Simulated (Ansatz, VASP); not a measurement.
## One calculation of TiAlI, two programs

```
Al Ti I
1.0
     0.00000    4.27201    0.00000
     4.27201    0.00000    0.00000
     2.13601    2.13601   -8.33610
Al Ti I
2 2 2
Cartesian
  2.1360 2.1360 -2.9848
  4.2720 4.2720 -5.3513
  0.0000 2.1360 0.0000
  2.1360 0.0000 0.0000
  2.1360 2.1360 -6.1639
  4.2720 4.2720 -2.1722
```

Alike in both runs: task single point; functional PBE0; k mesh 3 × 3 × 3; no spin polarisation.

```csv
,VASP,Ansatz
version,VASP 6.6.1,Ansatz 0.2.0
potentials or method,"VASP PAW PBE potentials, release 64 (Al, Ti_sv, I), cutoff 520 eV",PAW plane waves
occupations,"methfessel-paxton of order 1, width 0.0697 eV","cold, width 0.0697 eV"
valence electrons in the cell,44,64
```

```tsv
	VASP	Ansatz	Ansatz less VASP
gap on the k mesh at the Fermi level (eV)	1.01	0.97	-0.040
pressure (GPa)	-4.2	-4.0	+0.21
traceless stress, the component that is largest in VASP (GPa)	1.72	1.77	+0.047
rms of the force components (eV/Å)	0.600	0.600	-0.0001
```

Atom by atom the forces differ by 0.003 eV/Å (rms over components). VASP's potentials hold 44 valence electrons a cell and Ansatz's 64, so a difference there can come from the potentials and not from the codes. Ansatz's warnings: stress exchange threshold loose, stress scf threshold loose.

The k mesh is coarse, so the values compare programs but aren't converged. Neither program's run includes spin-orbit coupling.
